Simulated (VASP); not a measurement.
# BeTe (F-43m) in VASP: further runs

Aim: see how the results for BeTe move with the level of theory and the settings. Levels: RPBE+D4, PBE exchange alone. Tasks: single point.

Program: VASP 6.6.1. These are calculated values, not measurements. Logs are shortened: lines on timing, memory, paths and dates and some standing lists are left out, and cuts for length are marked.

### 1 The cell of the first run

Symmetry: F-43m, No. 216, cubic system. Conventional cell: a = 5.427 Å, b = 5.427 Å, c = 5.427 Å, α = 90.00°, β = 90.00°, γ = 90.00°. Te (site symmetry -43m) has 4 Be at 2.35 Å within 3.1 Å. Within 3.1 Å of Be (site symmetry -43m) lie 4 Te at 2.35 Å.

### 2 Single point, RPBE+D4

Contents of INCAR:

```
ALGO = Normal ; EDIFF = 1E-6
ENCUT = 520 ; GGA = RP
ISIF = 2 ; ISMEAR = -1
IVDW = 13 ; LASPH = T
LCHARG = F ; LREAL = F
LWAVE = F ; NBANDS = 11
NELM = 80 ; PREC = Accurate
SIGMA = 0.05
```

Contents of KPOINTS:

```
k-points
0
Gamma
  8 8 8
```

Contents of POSCAR:

```
BeTe
1.0
    0.0000000000      2.7134535211      2.7134535211
    2.7134535211      0.0000000000      2.7134535211
    2.7134535211      2.7134535211      0.0000000000
Te Be
1 1
Direct
    0.7500000000      0.7500000000      0.7500000000
    0.0000000000      0.0000000000      0.0000000000
```

Potentials or basis: VASP PAW PBE potentials, release 64 (Te, Be).

The run is started by

```bash
$ cat potpaw_PBE.64/Te/POTCAR potpaw_PBE.64/Be/POTCAR > POTCAR
$ mpirun -np 1 vasp_std > vasp.out
```

OUTCAR:

```text
EDIFF = 1E-6
   ENCUT = 520
   GGA = RP
   ISIF = 2
   ISMEAR = -1
   IVDW = 13
   LASPH = T
   LREAL = F
   NELM = 80
   PREC = Accurate

 ion  position               nearest neighbor table
   1  0.750  0.750  0.750-   2 2.35   2 2.35   2 2.35   2 2.35
   2  0.000  0.000  0.000-   1 2.35   1 2.35   1 2.35   1 2.35

  LATTYP: Found a face centered cubic cell.
 ALAT       =     5.4269070422

  Lattice vectors:

 A1 = (   0.0000000000,   2.7134535211,   2.7134535211)
 A2 = (   2.7134535211,   0.0000000000,   2.7134535211)
 A3 = (   2.7134535211,   2.7134535211,   0.0000000000)

Analysis of symmetry for initial positions (statically):
=====================================================================
 Subroutine PRICEL returns:
 Original cell was already a primitive cell.

 Routine SETGRP: Setting up the symmetry group for a
 face centered cubic supercell.

 Subroutine GETGRP returns: Found 24 space group operations
 (whereof 24 operations were pure point group operations)
 out of a pool of 48 trial point group operations.

The static configuration has the point symmetry T_d .

Analysis of symmetry for dynamics (positions and initial velocities):
=====================================================================
 Subroutine PRICEL returns:
 Original cell was already a primitive cell.

 Routine SETGRP: Setting up the symmetry group for a
 face centered cubic supercell.

 Subroutine GETGRP returns: Found 24 space group operations
 (whereof 24 operations were pure point group operations)
 out of a pool of 48 trial point group operations.

The dynamic configuration has the point symmetry T_d .

 Subroutine INISYM returns: Found 24 space group operations
 (whereof 24 operations are pure point group operations),
 and found     1 'primitive' translations

----------------------------------------------------------------------------------------

                                     Primitive cell

  volume of cell :      39.9574

  direct lattice vectors                    reciprocal lattice vectors
     0.000000000  2.713453521  2.713453521    -0.184267022  0.184267022  0.184267022
     2.713453521  0.000000000  2.713453521     0.184267022 -0.184267022  0.184267022
     2.713453521  2.713453521  0.000000000     0.184267022  0.184267022 -0.184267022

  length of vectors
     3.837402770  3.837402770  3.837402770     0.319159844  0.319159844  0.319159844

  position of ions in fractional coordinates (direct lattice)
     0.750000000  0.750000000  0.750000000
     0.000000000  0.000000000  0.000000000

  ion indices of the primitive-cell ions
   primitive index   ion index
                 1           1
                 2           2

----------------------------------------------------------------------------------------

 KPOINTS: k-points

Automatic generation of k-mesh.
 Grid dimensions read from file:
 generate k-points for:    8    8    8

 Generating k-lattice:

  Cartesian coordinates                     Fractional coordinates (reciprocal lattice)
    -0.023033378  0.023033378  0.023033378     0.125000000  0.000000000  0.000000000
     0.023033378 -0.023033378  0.023033378     0.000000000  0.125000000  0.000000000
     0.023033378  0.023033378 -0.023033378     0.000000000  0.000000000  0.125000000

  Length of vectors
     0.039894981  0.039894981  0.039894981

  Shift w.r.t. Gamma in fractional coordinates (k-lattice)
     0.000000000  0.000000000  0.000000000

 Subroutine IBZKPT returns following result:
 ===========================================

 Found     29 irreducible k-points:

 Following reciprocal coordinates:
            Coordinates               Weight
  0.000000  0.000000  0.000000      1.000000
  0.125000  0.000000  0.000000      8.000000
  0.250000  0.000000  0.000000      8.000000
  0.375000  0.000000  0.000000      8.000000
  0.500000  0.000000  0.000000      4.000000
  0.125000  0.125000  0.000000      6.000000
[... 16 lines left out ...]
  0.500000  0.250000  0.125000     48.000000
 -0.375000  0.250000  0.125000     24.000000
 [... further k-points ...]
   k-points           NKPTS =     29   k-points in BZ     NKDIM =     29   number of bands    NBANDS=     11
   number of dos      NEDOS =    301   number of ions     NIONS =      2
   total plane-waves  NPLWV =  27000
   dimension x,y,z NGX =    30 NGY =   30 NGZ =   30
   dimension x,y,z NGXF=    60 NGYF=   60 NGZF=   60
   ions per type =               1   1
   NGX,Y,Z   is equivalent  to a cutoff of  13.00, 13.00, 13.00 a.u.
   NGXF,Y,Z  is equivalent  to a cutoff of  25.99, 25.99, 25.99 a.u.
 SYSTEM =  unknown system
   PREC   = accura    normal or accurate (medium, high low for compatibility)
   ISTART =      0    job   : 0-new  1-cont  2-samecut
   ICHARG =      2    charge: 1-file 2-atom 10-const
   ISPIN  =      1    spin polarized calculation?
   LNONCOLLINEAR =      F non collinear calculations
   LSORBIT =      F    spin-orbit coupling
   LASPH  =      T    aspherical Exc in radial PAW
   ENCUT  =  520.0 eV  38.22 Ry    6.18 a.u.   7.14  7.14  7.14*2*pi/ulx,y,z
   NELM   =     80;   NELMIN=  2; NELMDL= -5     # of ELM steps
   EDIFF  = 0.1E-05   stopping-criterion for ELM
   LREAL  =      F    real-space projection
   EDIFFG = 0.1E-04   stopping-criterion for IOM
   NSW    =      0    number of steps for IOM
   IBRION =     -1    ionic relax: 0-MD 1-quasi-New 2-CG
   NFREE  =      0    steps in history (QN), initial steepest desc. (CG)
   ISIF   =      2    stress and relaxation
   ISYM   =      2    0-nonsym 1-usesym 2-fastsym
   POTIM  = 0.5000    time-step for ionic-motion
   TEBEG  =    0.0;   TEEND  =   0.0 temperature during run
   PSTRESS=    0.0 pullay stress
   NELECT =       8.0000    total number of electrons
   NUPDOWN=      -1.0000    fix difference up-down
   EMIN   =  10.00;   EMAX   =-10.00  energy-range for DOS
   EFERMI =   0.00;   METHOD = LEGACY
   ISMEAR =    -1;   SIGMA  =   0.05  broadening in eV -4-tet -1-fermi 0-gaus
   EFERMI_NEDOS =   21; number of points for ismear=-14 and -15
   IALGO  =     38    algorithm
   IMIX   =      4    mixing-type and parameters
     AMIX     =   0.40;   BMIX     =  1.00
     AMIX_MAG =   1.60;   BMIX_MAG =  1.00
  volume/ion in A,a.u.               =      19.98       134.82
  Fermi-wavevector in a.u.,A,eV,Ry     =   0.957721  1.809831 12.479671  0.917230
  Thomas-Fermi vector in A             =   2.086765
   LORBIT       =      0    0 simple, 1 ext, 2 COOP (PROOUT), +10 PAW based schemes
   GGA     = RP    functional components
   LHFCALC =     F    Hartree Fock is set to
   AEXX    =    0.0000 exact exchange contribution
   IVDW    =    13    specifies the selected vdW correction
   LEPSILON=     F    determine dielectric tensor
   LRPA    =     F    only Hartree local field effects (RPA)
 non-spin polarized calculation
  energy-cutoff  :      520.00
  volume of cell :       39.96
 maximum number of plane-waves:      1090
 NGX is ok and might be reduce to    30
   NGX = 15   NGY = 15   NGZ = 15

 number of electron       8.0000000 magnetization

 Free energy of the ion-electron system (eV)
  ---------------------------------------------------
  ext. energy  EPLUGINS =         0.00000000
  ---------------------------------------------------
  free energy    TOTEN  =        -6.83310633 eV

  energy without entropy =       -6.83310633  energy(sigma->0) =       -6.83310633

 E-fermi :   7.3805     XC(G=0):  -9.4171

 val. band max:        6.5081695245   @ k =   0.0000   0.0000   0.0000
 cond. band min:       8.2587185666   @ k =   0.5000   0.5000   0.0000
 fundamental gap:      1.7505490420
 Fermi energy:         7.3804823060

 k-point     1 :       0.0000    0.0000    0.0000
  band No.  band energies     occupation
      1      -6.5662      2.00000
      2       6.5082      2.00000
      3       6.5082      2.00000
      4       6.5082      2.00000
      5      10.0222      0.00000
      6      10.0222      0.00000
      7      10.0222      0.00000
      8      11.2705      0.00000
      9      15.0836      0.00000
     10      16.9402      0.00000
     11      16.9402      0.00000

 k-point     2 :       0.1250    0.0000    0.0000
  band No.  band energies     occupation
      1      -6.3934      2.00000
      2       5.0435      2.00000
      3       6.2190      2.00000
      4       6.2190      2.00000
      5      10.2240      0.00000
      6      10.4266      0.00000
      7      10.4266      0.00000
      8      12.4069      0.00000
      9      15.5024      0.00000
     10      15.8944      0.00000
     11      15.8944      0.00000

 k-point     3 :       0.2500    0.0000    0.0000
  band No.  band energies     occupation
      1      -5.9095      2.00000
      2       2.7921      2.00000
      3       5.7004      2.00000
      4       5.7004      2.00000
      5      10.1084      0.00000
      6      11.0086      0.00000
      7      11.0086      0.00000
      8      14.1530      0.00000
      9      15.6234      0.00000
     10      15.6234      0.00000
     11      15.8980      0.00000

 k-point     4 :       0.3750    0.0000    0.0000
  band No.  band energies     occupation
      1      -5.2706      2.00000
      2       0.9748      2.00000
      3       5.3121      2.00000
      4       5.3121      2.00000
      5       9.9750      0.00000
      6      11.1027      0.00000
      7      11.1027      0.00000
      8      14.4751      0.00000
      9      16.8290      0.00000
     10      16.8290      0.00000
     11      17.0151      0.00000

 k-point     5 :       0.5000    0.0000    0.0000
  band No.  band energies     occupation
      1      -4.9196      2.00000
      2       0.2189      2.00000
      3       5.1741      2.00000
      4       5.1741      2.00000
      5       9.9261      0.00000
      6      11.0464      0.00000
      7      11.0464      0.00000
      8      14.3647      0.00000
      9      18.0989      0.00000
     10      18.4584      0.00000
     11      18.4584      0.00000
[... 211 lines left out ...]
 k-point    21 :       0.5000    0.5000    0.0000
  band No.  band energies     occupation
      1      -4.3049      2.00000
      2       0.7542      2.00000
      3       3.4220      2.00000
      4       3.4220      2.00000
      5       8.2587      0.00000
      6       9.0219      0.00000
      7      16.9841      0.00000
      8      16.9841      0.00000
      9      18.8454      0.00000
     10      20.4550      0.00000
     11      20.4589      0.00000

 k-point    22 :       0.3750    0.2500    0.1250
  band No.  band energies     occupation
      1      -5.5040      2.00000
      2       2.5614      2.00000
      3       3.8691      2.00000
      4       5.0645      2.00000
      5      10.0647      0.00000
      6      11.7436      0.00000
      7      11.8663      0.00000
      8      13.1093      0.00000
      9      15.9830      0.00000
     10      17.6173      0.00000
     11      18.2366      0.00000

 k-point    23 :       0.5000    0.2500    0.1250
  band No.  band energies     occupation
      1      -4.9270      2.00000
      2       1.3078      2.00000
      3       3.2973      2.00000
      4       4.5233      2.00000
      5      10.5605      0.00000
      6      11.3385      0.00000
      7      12.6619      0.00000
      8      13.7628      0.00000
      9      16.7159      0.00000
     10      17.3995      0.00000
     11      19.2618      0.00000

 k-point    24 :      -0.3750    0.2500    0.1250
  band No.  band energies     occupation
      1      -4.6217      2.00000
      2       0.7006      2.00000
      3       3.1954      2.00000
      4       4.2581      2.00000
      5      10.6850      0.00000
      6      11.0610      0.00000
      7      13.5540      0.00000
      8      14.6613      0.00000
      9      15.2815      0.00000
     10      18.4049      0.00000
     11      18.9237      0.00000

 [... further k-points ...]

------------------------ aborting loop because EDIFF is reached ----------------------------------------

  DFT-D4 for vdW energy calculation

  Edisp (eV):   -1.38233

  FORCE on cell =-STRESS in cart. coord.  units (eV):
  Direction    XX          YY          ZZ          XY          YZ          ZX
  --------------------------------------------------------------------------------------
  -------------------------------------------------------------------------------------
  Total       1.37558     1.37558     1.37558    -0.00000    -0.00000     0.00000
  in kB      55.15694    55.15694    55.15694    -0.00000    -0.00000     0.00000
  external pressure =       55.16 kB  Pullay stress =        0.00 kB

 VOLUME and BASIS-vectors are now :
 -----------------------------------------------------------------------------
  energy-cutoff  :      520.00
  volume of cell :       39.96
      direct lattice vectors                 reciprocal lattice vectors
     0.000000000  2.713453521  2.713453521    -0.184267022  0.184267022  0.184267022
     2.713453521  0.000000000  2.713453521     0.184267022 -0.184267022  0.184267022
     2.713453521  2.713453521  0.000000000     0.184267022  0.184267022 -0.184267022

 POSITION                                       TOTAL-FORCE (eV/Angst)
 -----------------------------------------------------------------------------------
      4.07018      4.07018      4.07018        -0.000000     -0.000000     -0.000000
      0.00000      0.00000      0.00000         0.000000      0.000000      0.000000
 -----------------------------------------------------------------------------------
    total drift:                               -0.000000     -0.000000     -0.000000

  FREE ENERGIE OF THE ION-ELECTRON SYSTEM (eV)
  ---------------------------------------------------
  free  energy   TOTEN  =        -8.2154320230 eV

  energy  without entropy=       -8.2154320224  energy(sigma->0) =       -8.21543202
```

Run time: 22 s. Hardware: 1 thread of Intel Xeon 8259CL, shared host; peak memory 0.17 GiB.

What came out:

| Item | Value |
| --- | --- |
| Free energy | -8.2154 eV |
| Pressure | 5.5 GPa |
| Band gap on the k mesh | 1.75 eV, indirect (least direct gap 3.51 eV) |
| Dispersion energy per atom | -0.691 eV |

Caveat: the PAW data sets were made with another functional, which shifts forces and pressure a little; spin-orbit coupling is left out, which moves the levels of the heavy elements. A k mesh can miss the band edges.

### 3 Single point, RPBE+D4

This run uses another cell than the first one, of 20.40 Å³/atom, 1.021 times its volume.

Contents of INCAR:

```
PREC = Accurate
ENCUT = 520
EDIFF = 1E-6
ISMEAR = -1
SIGMA = 0.05
LREAL = False
LASPH = True
NELM = 80
ALGO = Normal
ISIF = 2
LWAVE = False
LCHARG = True
GGA = RP
IVDW = 13
LELF = True
LVHAR = True
NBANDS = 11
```

Contents of KPOINTS:

```
regular mesh
0
Gamma
  8 8 8
```

Contents of POSCAR:

```
BeTe
1.0
    0.0000000000      2.7325629784      2.7325629784
    2.7325629784      0.0000000000      2.7325629784
    2.7325629784      2.7325629784      0.0000000000
Te Be
1 1
Direct
    0.7500000000      0.7500000000      0.7500000000
    0.0000000000      0.0000000000      0.0000000000
```

Potentials or basis: VASP PAW PBE potentials, release 64 (Te, Be).

The run is started by

```bash
$ cat potpaw_PBE.64/Te/POTCAR potpaw_PBE.64/Be/POTCAR > POTCAR
$ mpirun -np 1 vasp_std > vasp.out
```

Run time: 25 s. Hardware: 1 thread of Intel Xeon 8259CL, shared host; peak memory 0.17 GiB.

It converged, with:

```yaml
Free_energy: -8.2401 eV
Pressure: 3.8 GPa
Band_gap_on_the_k_mesh: 1.81 eV, indirect (least direct gap 3.54 eV)
Dispersion_energy_per_atom: -0.676 eV
```

Levels at points of the mesh, in eV from the valence-band top:
```csv
k point,band 1,band 2,band 3,band 4,band 5,band 6,band 7,band 8,band 9
"(0.00, 0.00, 0.00)",-12.91,0.00,0.00,0.00,3.54,3.54,3.54,4.60,8.56
"(0.50, 0.00, 0.00)",-11.33,-6.14,-1.29,-1.29,3.36,4.56,4.56,7.88,11.50
"(0.50, 0.50, 0.00)",-10.74,-5.63,-3.00,-3.00,1.81,2.56,10.34,10.34,12.21
```

Caveat: the PAW data sets were made with another functional, which shifts forces and pressure a little; spin-orbit coupling is left out, which moves the levels of the heavy elements. A hybrid or GW would open this gap; RPBE tends to underestimate it.

### 4 Single point, PBE exchange alone

Contents of INCAR:

```
AGGAC = 0.0 ; ALDAC = 0.0
ALGO = Normal ; EDIFF = 1E-7
ENCUT = 520 ; GGA = PE
ISIF = 2 ; ISMEAR = -1
LASPH = T ; LCHARG = T
LELF = T ; LREAL = F
LVHAR = T ; LWAVE = F
NBANDS = 11 ; NELM = 60
PREC = Accurate ; SIGMA = 0.05
```

Contents of KPOINTS:

```
k-points
0
Gamma
  8 8 8
```

Contents of POSCAR:

```
BeTe
1.0
    0.0000000000      2.7134535211      2.7134535211
    2.7134535211      0.0000000000      2.7134535211
    2.7134535211      2.7134535211      0.0000000000
Te Be
1 1
Direct
    0.7500000000      0.7500000000      0.7500000000
    0.0000000000      0.0000000000      0.0000000000
```

The run is started by

```bash
$ cat potpaw_PBE.64/Te/POTCAR potpaw_PBE.64/Be/POTCAR > POTCAR
$ mpirun -np 1 vasp_std > vasp.out
```

Run time: 26 s. Hardware: 1 thread of Intel Xeon 8259CL, shared host; peak memory 0.17 GiB.

Results (log left out):

```
Free energy            : -4.8957 eV
Pressure               : 18.8 GPa
Band gap on the k mesh : 1.95 eV, indirect (least direct gap 3.58 eV)
```

Levels at points of the mesh, in eV from the valence-band top:
```
           k point  band 2  band 3  band 4  band 5  band 6  band 7
(0.00, 0.00, 0.00)    0.00    0.00    0.00    3.58    3.58    3.58
(0.50, 0.00, 0.00)   -6.19   -1.32   -1.32    3.56    4.65    4.65
(0.50, 0.50, 0.00)   -5.66   -3.05   -3.05    1.95    2.68   10.45
```

Caveat: spin-orbit coupling is left out, which moves the levels of the heavy elements. A k mesh can miss the band edges.

### 5 Single point, PBE exchange alone

This run uses another cell than the first one, of 20.40 Å³/atom, 1.021 times its volume.

Contents of INCAR:

```
AGGAC = 0.0
ALDAC = 0.0
ALGO = Normal
EDIFF = 1E-7
ENCUT = 520
GGA = PE
ISIF = 2
ISMEAR = -1
LASPH = T
LCHARG = F
LREAL = F
LWAVE = F
NBANDS = 11
NELM = 60
PREC = Accurate
SIGMA = 0.05
```

KPOINTS is that of step 4.

Contents of POSCAR:

```
BeTe
1.0
    0.0000000000      2.7325629784      2.7325629784
    2.7325629784      0.0000000000      2.7325629784
    2.7325629784      2.7325629784      0.0000000000
Te Be
1 1
Direct
    0.7500000000      0.7500000000      0.7500000000
    0.0000000000      0.0000000000      0.0000000000
```

The run is started by

```bash
$ cat potpaw_PBE.64/Te/POTCAR potpaw_PBE.64/Be/POTCAR > POTCAR
$ mpirun -np 1 vasp_std > vasp.out
```

It took 28 s on 1 thread of Intel Xeon 8259CL, shared host; peak memory 0.17 GiB.

The run converged. Its results:

* Free energy: -4.9895 eV
* Pressure: 16.6 GPa
* Band gap on the k mesh: 2.01 eV, indirect (least direct gap 3.61 eV)

Levels at points of the mesh, in eV from the valence-band top:
```tsv
k point	band 1	band 2	band 3	band 4	band 5	band 6	band 7	band 8	band 9
(0.00, 0.00, 0.00)	-12.86	0.00	0.00	0.00	3.61	3.61	3.61	4.74	8.72
(0.50, 0.00, 0.00)	-11.31	-6.04	-1.28	-1.28	3.49	4.66	4.66	8.07	11.53
(0.50, 0.50, 0.00)	-10.73	-5.54	-2.96	-2.96	2.01	2.71	10.31	10.31	12.12
```

Caveat: spin-orbit coupling is left out, which moves the levels of the heavy elements.

### 6 The runs side by side

```tsv
level	cell	gap on the mesh (eV)	pressure (GPa)
RPBE+D4	a = 3.837 Å, angles 60.0°, 2 atoms	1.75	5.5
RPBE+D4	a = 3.864 Å, angles 60.0°, 2 atoms	1.81	3.8
PBE exchange alone	a = 3.837 Å, angles 60.0°, 2 atoms	1.95	18.8
PBE exchange alone	a = 3.864 Å, angles 60.0°, 2 atoms	2.01	16.6
```

Alike in all rows: task single point; potentials or basis VASP PAW PBE potentials, release 64 (Te, Be); no spin polarisation; k mesh 8 × 8 × 8; cutoff (eV) 520; smearing fermi-dirac 0.05 eV.

Caveats: spin-orbit coupling is left out, which moves the levels of the heavy elements; the PAW data sets were made with another functional, which shifts forces and pressure a little (some runs).

Absolute energies hang on the potentials; compare differences alone.
